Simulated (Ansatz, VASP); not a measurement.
## Two plane-wave programs on NiI3

INCAR

```
SYSTEM = NiI3
PREC = Accurate ; ENCUT = 520
EDIFF = 1E-6 ; ISMEAR = 0
SIGMA = 0.05 ; LREAL = .False.
LASPH = .True. ; NELM = 150
ALGO = Normal ; ISIF = 2
LWAVE = .False. ; LCHARG = .True.
ISPIN = 2 ; MAGMOM = 0.12 0 0 0
LORBIT = 11 ; LMAXMIX = 4
GGA = PS ; LELF = .True.
LVHAR = .True. ; NBANDS = 28
```

The input KPOINTS:

```
Automatic mesh
0
Gamma
  6 6 6
  0 0 0
```

The input POSCAR:

```
NiI3
1.0
    5.2134569807      0.0000000000      0.0000000000
    0.0000000000      5.2134569807      0.0000000000
    0.0000000000      0.0000000000      5.2134569807
Ni I
1 3
Direct
    0.0000000000      0.0000000000      0.0000000000
    0.5000000000      0.0000000000      0.0000000000
    0.0000000000      0.0000000000      0.5000000000
    0.0000000000      0.5000000000      0.0000000000
```

Input for Ansatz:

```yaml
crystal:
  lattice:
    - [5.2134569807, 0.0, 0.0]
    - [0.0, 5.2134569807, 0.0]
    - [0.0, 0.0, 5.2134569807]
  atoms:
    - { symbol: Ni, position: [0.0, 0.0, 0.0], spin: 0.12 }
    - { symbol: I, position: [0.5, 0.0, 0.0] }
    - { symbol: I, position: [0.0, 0.0, 0.5] }
    - { symbol: I, position: [0.0, 0.5, 0.0] }
basis:
  ecutwfc: 420
  ecutrho_ratio: 4
kpoints:
  mp_grid: { grid: [6, 6, 6] }
hamiltonian:
  xc: pbesol
scf:
  occupations: { method: gaussian, width: 0.05 }
output:
  forces: true
  stress: true
  eigenvalues: true
  populations: true
magnetization:
  spin_polarized: true
```

Alike in both runs: task single point; functional PBEsol; k mesh 6 × 6 × 6; occupations gaussian, width 0.05 eV; collinear spin.

```csv
,VASP,Ansatz
version,VASP 6.6.1,Ansatz 0.2.0
potentials or method,"VASP PAW PBE potentials, release 64 (Ni, I), cutoff 520 eV","scalar-relativistic, plane waves, PAW"
valence electrons in the cell,31,69
```

Ansatz gave:

* gap on the k mesh at the Fermi level (eV): none
* pressure (GPa): 0.3
* net moment per atom (μB): 0.05
* size of the moment on the site where the two differ most (μB): 0.05

Q: Which values does VASP return?

A: gap on the k mesh at the Fermi level (eV): none; pressure (GPa): 0.3; net moment per atom (μB): 0.00; size of the moment on the site where the two differ most (μB): 0.01.

VASP's potentials were made for PBE, not for PBEsol. Site moments also hang on the region over which each program counts them. A gap of «none» marks a metal or a gap that the smearing closes. VASP's potentials hold 31 valence electrons a cell and Ansatz's 69, so a difference there can come from the potentials and not from the codes.

Neither program's run includes spin-orbit coupling.
